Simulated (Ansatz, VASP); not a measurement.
## Mg3I4F2: VASP beside Ansatz

Contents of INCAR:

```
SYSTEM = Mg3I4F2
  PREC = Accurate
  ENCUT = 520
  EDIFF = 1E-6
  ISMEAR = 0
  SIGMA = 0.1
  LREAL = .FALSE.
  LASPH = .TRUE.
  NELM = 150
  ALGO = Normal
  ISIF = 2
  LWAVE = .FALSE.
  LCHARG = .FALSE.
  ISPIN = 2
  MAGMOM = 0 0 0 0 0 0 0 1 1
  LORBIT = 11
  GGA = PE
  NBANDS = 38
```

Contents of KPOINTS:

```
Automatic mesh
0
G
  6 6 2
  0 0 0
```

File POSCAR:

```
Mg3I4F2
1.0
    5.5629501200      0.0000000000      0.0000000000
   -2.7814750600      4.8176561200      0.0000000000
    0.0000000000      0.0000000000      9.4468284500
Mg I F
3 4 2
Direct
    0.5000000000      0.0000000000      0.5000000000
    0.0000000000      0.5000000000      0.5000000000
    0.5000000000      0.5000000000      0.5000000000
    0.3333333300      0.6666666700      0.0000000000
    0.6666666700      0.3333333300      0.0000000000
    0.0000000000      0.0000000000      0.8330480800
    0.0000000000      0.0000000000      0.1669519200
    0.3333333300      0.6666666700      0.5000000000
    0.6666666700      0.3333333300      0.5000000000
```

Input for Ansatz:

```yaml
crystal:
  lattice:
    - [5.56295012, 0.0, 0.0]
    - [-2.78147506, 4.81765612, 0.0]
    - [0.0, 0.0, 9.44682845]
  atoms:
    - { symbol: Mg, position: [0.5, 0.0, 0.5] }
    - { symbol: Mg, position: [0.0, 0.5, 0.5] }
    - { symbol: Mg, position: [0.5, 0.5, 0.5] }
    - { symbol: I, position: [0.33333333, 0.66666667, 0.0] }
    - { symbol: I, position: [0.66666667, 0.33333333, 0.0] }
    - { symbol: I, position: [0.0, 0.0, 0.83304808] }
    - { symbol: I, position: [0.0, 0.0, 0.16695192] }
    - { symbol: F, position: [0.33333333, 0.66666667, 0.5], spin: 1.0 }
    - { symbol: F, position: [0.66666667, 0.33333333, 0.5], spin: 1.0 }
basis:
  ecutwfc: 420
kpoints:
  mp_grid: { grid: [6, 6, 2] }
hamiltonian:
  xc: pbe
scf:
  occupations: { method: gaussian, width: 0.1 }
  lower_state_search: "off"
output:
  forces: true
  stress: true
  eigenvalues: true
  populations: true
magnetization:
  spin_polarized: true
```

Alike in both runs: task single point; functional PBE; k mesh 6 × 6 × 2; occupations gaussian, width 0.1 eV; collinear spin.

```csv
,VASP,Ansatz
version,VASP 6.6.1,Ansatz 0.2.0
potentials or method,"VASP PAW PBE potentials, release 64 (Mg, I, F), cutoff 520 eV","scalar-relativistic, plane waves, PAW"
valence electrons in the cell,48,112
```

Ansatz gave:

* gap on the k mesh at the Fermi level (eV): none
* pressure (GPa): 18.1
* traceless stress, the component that is largest in VASP (GPa): -18.92
* rms of the force components (eV/Å): 0.583
* net moment per atom (μB): 0.00

Problem. What did VASP give for the same quantities?

Solution. gap on the k mesh at the Fermi level (eV): none; pressure (GPa): 18.6; traceless stress, the component that is largest in VASP (GPa): -19.46; rms of the force components (eV/Å): 0.581; net moment per atom (μB): 0.00.

Atom by atom the forces differ by 0.003 eV/Å (rms over components). A gap of «none» marks a metal or a gap that the smearing closes. VASP's potentials hold 48 valence electrons a cell and Ansatz's 112, so a difference there can come from the potentials and not from the codes. Ansatz's warnings: seeded moment not kept.

Neither program's run includes spin-orbit coupling.
